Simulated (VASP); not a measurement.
## Zn12H (a cell with a defect): single point with PBE

The system is Zn12H (a cell with a defect).

```xyz
13
Lattice="5.3200 0.0000 0.0000 -3.9900 6.9109 0.0000 0.0000 0.0000 4.9370" Properties=species:S:1:pos:R:3 pbc="T T T"
Zn    0.0944   -0.0538   -0.0664
Zn    0.1016    1.4773    2.4664
Zn   -1.1497    2.3237    0.1074
Zn   -1.2217    3.8116    2.4349
Zn   -2.5749    4.5372   -0.1200
Zn   -2.5780    6.0773    2.4233
Zn    2.7497   -0.1920    0.0974
Zn    2.7504    1.4863    2.3109
Zn    1.3550    2.2950   -0.0268
Zn    1.4277    3.7935    2.3862
Zn    0.1198    4.5799   -0.0834
Zn    0.1066    6.0793    2.4544
H     2.8114    1.4328    4.1800
```

```yaml
Program: VASP 6.6.1
Task: single point
Functional: PBE
Potentials_or_basis: VASP PAW PBE potentials, release 64 (Zn, H)
Cutoff: 520 eV
k_mesh: 4 × 3 × 3
Occupations: gaussian, width 0.15 eV
Spin: no spin polarisation
```

```yaml
Pressure: 3.0 GPa
Largest_force: 0.034 eV/Å
Band_gap_on_the_k_mesh: zero (an odd number of electrons rules out a gap without spin polarisation)
```

Forces in eV/Å, atoms in the order of the input:
```
Zn   0.013 -0.002 -0.012
Zn   0.009 -0.003  0.005
Zn  -0.023  0.015  0.006
Zn  -0.001 -0.007  0.008
Zn  -0.016 -0.002 -0.001
Zn   0.029 -0.011  0.014
Zn  -0.020 -0.011  0.000
Zn  -0.001 -0.004 -0.034
Zn   0.018 -0.002  0.001
Zn   0.004 -0.007  0.005
Zn  -0.006  0.013  0.005
Zn   0.006  0.014 -0.007
H   -0.011  0.008  0.010
```

Stress tensor (GPa, compression positive):
```
 4.50 -0.84 -0.27
-0.84  1.65  0.11
-0.27  0.11  2.94
```

Levels at points of the mesh, in eV from the Fermi level:
| k point | band 70 | band 71 | band 72 | band 73 | band 74 | band 75 |
| --- | --- | --- | --- | --- | --- | --- |
| (0.00, 0.00, 0.00) | -1.33 | -0.97 | -0.46 | 0.08 | 0.27 | 0.37 |
| (0.50, 0.00, 0.00) | -1.51 | -1.42 | -1.39 | -0.75 | -0.55 | -0.15 |

It took 8 min on 1 thread of Intel Xeon 8259CL (shared host), peak memory 0.41 GiB.

Caveat: the k points lie up to 0.42 Å⁻¹ apart, too coarse for converged energies and pressures of a metal.
